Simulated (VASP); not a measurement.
A run of VASP 6.6.1 is set up as follows.

The input INCAR:

```
ALGO = Normal
EDIFF = 1E-6
EDIFFG = -0.005
ENCUT = 600
GGA = PE
IBRION = 2
ISIF = 3
ISMEAR = 0
LASPH = True
LCHARG = False
LREAL = False
LWAVE = False
NELM = 100
NSW = 100
PREC = Accurate
SIGMA = 0.1
```

Contents of KPOINTS:

```
k-points
0
Gamma
  18 18 18
```

Contents of POSCAR:

```
Si2W
1.0
   -1.6069000000      1.6069000000      3.9149500000
    1.6069000000     -1.6069000000      3.9149500000
    1.6069000000      1.6069000000     -3.9149500000
Si W
2 1
Direct
    0.3347000000      0.3347000000      0.0000000000
    0.6653000000      0.6653000000      0.0000000000
    0.0000000000      0.0000000000      0.0000000000
```

Potentials or basis: VASP PAW PBE potentials, release 64 (Si, W_sv).

Command:

```sh
$ cat potpaw_PBE.64/Si/POTCAR potpaw_PBE.64/W_sv/POTCAR > POTCAR
$ mpirun -np 1 vasp_std > vasp.out
```

(1) What does it give for the relaxed cell?

(2) Estimate the relaxed volume.

(3) Predict the space group after relaxing (to 0.05 Å).

(4) Estimate the band gap on the k mesh.

## Answers

(1) a = 4.549 Å, b = 4.549 Å, c = 4.549 Å, α = 138.41°, β = 138.41°, γ = 60.28°.

(2) 13.68 Å³/atom.

(3) I4/mmm (No. 139).

(4) zero (band 11 reaches 12.48 eV, above the bottom of band 12 at 11.23 eV).

Caveat: spin-orbit coupling is left out, which moves the levels of the heavy elements.
